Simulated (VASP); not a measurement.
# Sr (Fd-3m) in VASP: a series of runs

Runs on Sr. Level: PBEsol. Tasks: single point.

Program: VASP 6.6.1. These are calculated values, not measurements. Logs are shortened: lines on timing, memory, paths and dates and some standing lists are left out, and cuts for length are marked.

**1. The cell of the first run**

The structure is cubic, space group Fd-3m (No. 227). The conventional cell has a = 8.974 Å, b = 8.974 Å, c = 8.974 Å, α = 90.00°, β = 90.00°, γ = 90.00°. Within 5.1 Å of Sr (site symmetry -43m) lie 4 Sr at 3.89 Å.

**2. Single point, PBEsol (volume scaled by 0.88)**

INCAR

```
SYSTEM = Sr
PREC     = Accurate       ! precision mode
ENCUT    = 520            ! plane-wave cutoff, eV
EDIFF    = 1E-6           ! SCF threshold, eV
ISMEAR   = -1             ! smearing method
SIGMA    = 0.1            ! smearing width, eV
LREAL    = .FALSE.        ! projectors in reciprocal space
LASPH    = .TRUE.         ! aspherical terms in the spheres
NELM     = 100            ! most SCF steps
ALGO     = Normal         ! electronic algorithm
ISIF     = 2              ! what is computed and relaxed
LWAVE    = .FALSE.        ! write WAVECAR
LCHARG   = .FALSE.        ! write CHGCAR
GGA      = PS             ! functional
NBANDS   = 17             ! bands
```

KPOINTS

```
Automatic mesh
0
G
  7 7 7
  0 0 0
```

POSCAR

```
Sr
1.0
    0.0000000000      4.4868937294      4.4868937294
    4.4868937294      0.0000000000      4.4868937294
    4.4868937294      4.4868937294      0.0000000000
Sr
2
Direct
    0.1250000000      0.1250000000      0.1250000000
    0.8750000000      0.8750000000      0.8750000000
```

Potentials or basis: VASP PAW PBE potentials, release 64 (Sr_sv).

On the command line:

```console
$ cat potpaw_PBE.64/Sr_sv/POTCAR > POTCAR
$ mpirun -np 1 vasp_std > vasp.out
```

OUTCAR:

```text
SYSTEM = Sr
   PREC = Accurate
   ENCUT = 520
   EDIFF = 1E-6
   ISMEAR = -1
   LREAL = .FALSE.
   LASPH = .TRUE.
   NELM = 100
   ISIF = 2
   GGA = PS

 ion  position               nearest neighbor table
   1  0.125  0.125  0.125-   2 3.89   2 3.89   2 3.89   2 3.89
   2  0.875  0.875  0.875-   1 3.89   1 3.89   1 3.89   1 3.89

  LATTYP: Found a face centered cubic cell.
 ALAT       =     8.9737874588

  Lattice vectors:

 A1 = (   0.0000000000,   4.4868937294,   4.4868937294)
 A2 = (   4.4868937294,   0.0000000000,   4.4868937294)
 A3 = (   4.4868937294,   4.4868937294,   0.0000000000)

Analysis of symmetry for initial positions (statically):
=====================================================================
 Subroutine PRICEL returns:
 Original cell was already a primitive cell.

 Routine SETGRP: Setting up the symmetry group for a
 face centered cubic supercell.

 Subroutine GETGRP returns: Found 48 space group operations
 (whereof 12 operations were pure point group operations)
 out of a pool of 48 trial point group operations.

The static configuration has the point symmetry D_3d.
 The point group associated with its full space group is O_h .

Analysis of symmetry for dynamics (positions and initial velocities):
=====================================================================
 Subroutine PRICEL returns:
 Original cell was already a primitive cell.

 Routine SETGRP: Setting up the symmetry group for a
 face centered cubic supercell.

 Subroutine GETGRP returns: Found 48 space group operations
 (whereof 12 operations were pure point group operations)
 out of a pool of 48 trial point group operations.

The dynamic configuration has the point symmetry D_3d.
 The point group associated with its full space group is O_h .

 Subroutine INISYM returns: Found 48 space group operations
 (whereof 12 operations are pure point group operations),
 and found     1 'primitive' translations

----------------------------------------------------------------------------------------

                                     Primitive cell

  volume of cell :     180.6622

  direct lattice vectors                    reciprocal lattice vectors
     0.000000000  4.486893729  4.486893729    -0.111435668  0.111435668  0.111435668
     4.486893729  0.000000000  4.486893729     0.111435668 -0.111435668  0.111435668
     4.486893729  4.486893729  0.000000000     0.111435668  0.111435668 -0.111435668

  length of vectors
     6.345425965  6.345425965  6.345425965     0.193012239  0.193012239  0.193012239

  position of ions in fractional coordinates (direct lattice)
     0.125000000  0.125000000  0.125000000
     0.875000000  0.875000000  0.875000000

  ion indices of the primitive-cell ions
   primitive index   ion index
                 1           1
                 2           2

----------------------------------------------------------------------------------------

 KPOINTS: Automatic mesh

Automatic generation of k-mesh.
 Grid dimensions read from file:
 generate k-points for:    7    7    7

 Generating k-lattice:

  Cartesian coordinates                     Fractional coordinates (reciprocal lattice)
    -0.015919381  0.015919381  0.015919381     0.142857143  0.000000000  0.000000000
     0.015919381 -0.015919381  0.015919381     0.000000000  0.142857143  0.000000000
     0.015919381  0.015919381 -0.015919381     0.000000000  0.000000000  0.142857143

  Length of vectors
     0.027573177  0.027573177  0.027573177

  Shift w.r.t. Gamma in fractional coordinates (k-lattice)
     0.000000000  0.000000000  0.000000000

 Subroutine IBZKPT returns following result:
 ===========================================

 Found     20 irreducible k-points:

 Following reciprocal coordinates:
            Coordinates               Weight
  0.000000  0.000000  0.000000      1.000000
  0.142857  0.000000  0.000000      8.000000
  0.285714  0.000000  0.000000      8.000000
  0.428571  0.000000  0.000000      8.000000
  0.142857  0.142857  0.000000      6.000000
  0.285714  0.142857  0.000000     24.000000
[... 12 lines left out ...]
 -0.428571  0.428571  0.142857     24.000000
 -0.285714  0.428571  0.142857     24.000000
   k-points           NKPTS =     20   k-points in BZ     NKDIM =     20   number of bands    NBANDS=     17
   number of dos      NEDOS =    301   number of ions     NIONS =      2
   total plane-waves  NPLWV = 110592
   dimension x,y,z NGX =    48 NGY =   48 NGZ =   48
   dimension x,y,z NGXF=    96 NGYF=   96 NGZF=   96
   ions per type =               2
   NGX,Y,Z   is equivalent  to a cutoff of  12.58, 12.58, 12.58 a.u.
   NGXF,Y,Z  is equivalent  to a cutoff of  25.15, 25.15, 25.15 a.u.
 SYSTEM =  Sr
   PREC   = accura    normal or accurate (medium, high low for compatibility)
   ISTART =      0    job   : 0-new  1-cont  2-samecut
   ICHARG =      2    charge: 1-file 2-atom 10-const
   ISPIN  =      1    spin polarized calculation?
   LNONCOLLINEAR =      F non collinear calculations
   LSORBIT =      F    spin-orbit coupling
   LASPH  =      T    aspherical Exc in radial PAW
   ENCUT  =  520.0 eV  38.22 Ry    6.18 a.u.  11.80 11.80 11.80*2*pi/ulx,y,z
   NELM   =    100;   NELMIN=  2; NELMDL= -5     # of ELM steps
   EDIFF  = 0.1E-05   stopping-criterion for ELM
   LREAL  =      F    real-space projection
   EDIFFG = 0.1E-04   stopping-criterion for IOM
   NSW    =      0    number of steps for IOM
   IBRION =     -1    ionic relax: 0-MD 1-quasi-New 2-CG
   NFREE  =      0    steps in history (QN), initial steepest desc. (CG)
   ISIF   =      2    stress and relaxation
   ISYM   =      2    0-nonsym 1-usesym 2-fastsym
   POTIM  = 0.5000    time-step for ionic-motion
   TEBEG  =    0.0;   TEEND  =   0.0 temperature during run
   PSTRESS=    0.0 pullay stress
   NELECT =      20.0000    total number of electrons
   NUPDOWN=      -1.0000    fix difference up-down
   EMIN   =  10.00;   EMAX   =-10.00  energy-range for DOS
   EFERMI =   0.00;   METHOD = LEGACY
   ISMEAR =    -1;   SIGMA  =   0.10  broadening in eV -4-tet -1-fermi 0-gaus
   EFERMI_NEDOS =   21; number of points for ismear=-14 and -15
   IALGO  =     38    algorithm
   IMIX   =      4    mixing-type and parameters
     AMIX     =   0.40;   BMIX     =  1.00
     AMIX_MAG =   1.60;   BMIX_MAG =  1.00
  volume/ion in A,a.u.               =      90.33       609.58
  Fermi-wavevector in a.u.,A,eV,Ry     =   0.786072  1.485461  8.407167  0.617909
  Thomas-Fermi vector in A             =   1.890537
   LORBIT       =      0    0 simple, 1 ext, 2 COOP (PROOUT), +10 PAW based schemes
   GGA     = PS    functional components
   LHFCALC =     F    Hartree Fock is set to
   AEXX    =    0.0000 exact exchange contribution
   IVDW    =     0    specifies the selected vdW correction
   LEPSILON=     F    determine dielectric tensor
   LRPA    =     F    only Hartree local field effects (RPA)
 non-spin polarized calculation
  energy-cutoff  :      520.00
  volume of cell :      180.66
 maximum number of plane-waves:      4909
   NGX = 23   NGY = 23   NGZ = 23

 number of electron      20.0000000 magnetization

 Free energy of the ion-electron system (eV)
  ---------------------------------------------------
  ext. energy  EPLUGINS =         0.00000000
  ---------------------------------------------------
  free energy    TOTEN  =        -1.63376742 eV

  energy without entropy =       -1.50476642  energy(sigma->0) =       -1.56926692

 E-fermi :  -0.0370     XC(G=0):  -5.9118

 val. band max:       -0.0393737383   @ k =  -0.4286   0.2857   0.0000
 cond. band min:      -0.0261893068   @ k =  -0.2857   0.2857   0.0000
 fundamental gap:      0.0131844315
 Fermi energy:        -0.0369572000

 k-point     1 :       0.0000    0.0000    0.0000
  band No.  band energies     occupation
      1     -37.3993      2.00000
      2     -37.3676      2.00000
      3     -19.4317      2.00000
      4     -19.4317      2.00000
      5     -19.4317      2.00000
      6     -19.2998      2.00000
[... 9 lines left out ...]
     16       1.5431      0.00000
     17       1.5431      0.00000

 k-point     2 :       0.1429    0.0000    0.0000
  band No.  band energies     occupation
      1     -37.3981      2.00000
      2     -37.3688      2.00000
      3     -19.4343      2.00000
      4     -19.4343      2.00000
      5     -19.4306      2.00000
      6     -19.3014      2.00000
[... 9 lines left out ...]
     16       1.5541      0.00000
     17       1.5541      0.00000

 k-point     3 :       0.2857    0.0000    0.0000
  band No.  band energies     occupation
      1     -37.3951      2.00000
      2     -37.3718      2.00000
      3     -19.4398      2.00000
      4     -19.4398      2.00000
      5     -19.4280      2.00000
      6     -19.3049      2.00000
[... 9 lines left out ...]
     16       1.6698      0.00000
     17       1.6698      0.00000

 k-point     4 :       0.4286    0.0000    0.0000
  band No.  band energies     occupation
      1     -37.3919      2.00000
      2     -37.3750      2.00000
      3     -19.4439      2.00000
      4     -19.4439      2.00000
      5     -19.4259      2.00000
      6     -19.3077      2.00000
[... 9 lines left out ...]
     16       1.8958      0.00000
     17       1.8958      0.00000
[... 263 lines left out ...]
      1     -37.3890      2.00000
      2     -37.3778      2.00000
      3     -19.4566      2.00000
      4     -19.4500      2.00000
      5     -19.3988      2.00000
      6     -19.3346      2.00000
[... 9 lines left out ...]
     16       1.7163      0.00000
     17       2.1614      0.00000

 k-point    19 :      -0.4286    0.4286    0.1429
  band No.  band energies     occupation
      1     -37.3866      2.00000
      2     -37.3803      2.00000
      3     -19.4575      2.00000
      4     -19.4555      2.00000
      5     -19.3820      2.00000
      6     -19.3518      2.00000
[... 9 lines left out ...]
     16       1.5025      0.00000
     17       2.1886      0.00000

 k-point    20 :      -0.2857    0.4286    0.1429
  band No.  band energies     occupation
      1     -37.3856      2.00000
      2     -37.3813      2.00000
      3     -19.4591      2.00000
      4     -19.4546      2.00000
      5     -19.3802      2.00000
      6     -19.3534      2.00000
[... 9 lines left out ...]
     16       1.5823      0.00000
     17       2.3142      0.00000

------------------------ aborting loop because EDIFF is reached ----------------------------------------

  FORCE on cell =-STRESS in cart. coord.  units (eV):
  Direction    XX          YY          ZZ          XY          YZ          ZX
  --------------------------------------------------------------------------------------
  -------------------------------------------------------------------------------------
  Total        0.4767199      0.4767199      0.4767199     -0.0000000      0.0000000     -0.0000000
  in kB        4.2277231      4.2277231      4.2277231     -0.0000000      0.0000000     -0.0000000
  external PRESSURE =       4.2277231 kB  Pullay stress =       0.0000000 kB

 VOLUME and BASIS-vectors are now :
 -----------------------------------------------------------------------------
  energy-cutoff  :      520.00
  volume of cell :      180.66
      direct lattice vectors                 reciprocal lattice vectors
     0.000000000  4.486893729  4.486893729    -0.111435668  0.111435668  0.111435668
     4.486893729  0.000000000  4.486893729     0.111435668 -0.111435668  0.111435668
     4.486893729  4.486893729  0.000000000     0.111435668  0.111435668 -0.111435668

 POSITION                                       TOTAL-FORCE (eV/Angst)
 -----------------------------------------------------------------------------------
      1.12172      1.12172      1.12172        -0.000000     -0.000000     -0.000000
      7.85206      7.85206      7.85206         0.000000      0.000000      0.000000
 -----------------------------------------------------------------------------------
    total drift:                                0.000000      0.000000      0.000000

  FREE ENERGIE OF THE ION-ELECTRON SYSTEM (eV)
  ---------------------------------------------------
  free  energy   TOTEN  =        -1.6337674169 eV

  energy  without entropy=       -1.5047664203  energy(sigma->0) =       -1.56926692
```

It took 33 s on 1 thread of AMD EPYC 9R45 (Zen 5), shared host; peak memory 0.29 GiB.

What came out:

| Quantity | Value |
| --- | --- |
| Free energy | -1.6338 eV |
| Pressure | 0.4 GPa |
| Band gap on the k mesh | zero (band 10 reaches 0.73 eV, above the bottom of band 11 at -0.17 eV) |

Caveat: the PAW data sets were made with another functional, which shifts forces and pressure a little.

**3. Single point, PBEsol (volume scaled by 0.92)**

INCAR

```
SYSTEM = Sr
PREC     = Accurate       ! precision mode
ENCUT    = 520            ! plane-wave cutoff, eV
EDIFF    = 1E-6           ! SCF threshold, eV
ISMEAR   = -1             ! smearing method
SIGMA    = 0.1            ! smearing width, eV
LREAL    = .False.        ! projectors in reciprocal space
LASPH    = .True.         ! aspherical terms in the spheres
NELM     = 60             ! most SCF steps
ALGO     = Normal         ! electronic algorithm
ISIF     = 2              ! what is computed and relaxed
LWAVE    = .False.        ! write WAVECAR
LCHARG   = .False.        ! write CHGCAR
GGA      = PS             ! functional
NBANDS   = 17             ! bands
```

KPOINTS

```
regular mesh
0
Gamma
  7 7 7
  0 0 0
```

POSCAR

```
Sr
1.0
    0.0000000000      4.5538721672      4.5538721672
    4.5538721672      0.0000000000      4.5538721672
    4.5538721672      4.5538721672      0.0000000000
Sr
2
Direct
    0.1250000000      0.1250000000      0.1250000000
    0.8750000000      0.8750000000      0.8750000000
```

Potentials or basis: VASP PAW PBE potentials, release 64 (Sr_sv).

On the command line:

```console
$ cat potpaw_PBE.64/Sr_sv/POTCAR > POTCAR
$ mpirun -np 1 vasp_std > vasp.out
```

Run time: 34 s. Hardware: 1 thread of AMD EPYC 9R45 (Zen 5), shared host; peak memory 0.3 GiB.

Results (log left out):

| Quantity | Value |
| --- | --- |
| Free energy | -1.6519 eV |
| Pressure | 0.3 GPa |
| Band gap on the k mesh | zero (band 10 reaches 0.62 eV, above the bottom of band 11 at -0.23 eV) |

Levels at points of the mesh, in eV from the Fermi level:
```
           k point  band 7  band 8  band 9  band 10  band 11  band 12  band 13  band 14
(0.00, 0.00, 0.00)  -19.31  -19.31   -2.81     0.74     0.74     0.74     0.88     0.88
```

Caveat: the PAW data sets were made with another functional, which shifts forces and pressure a little.
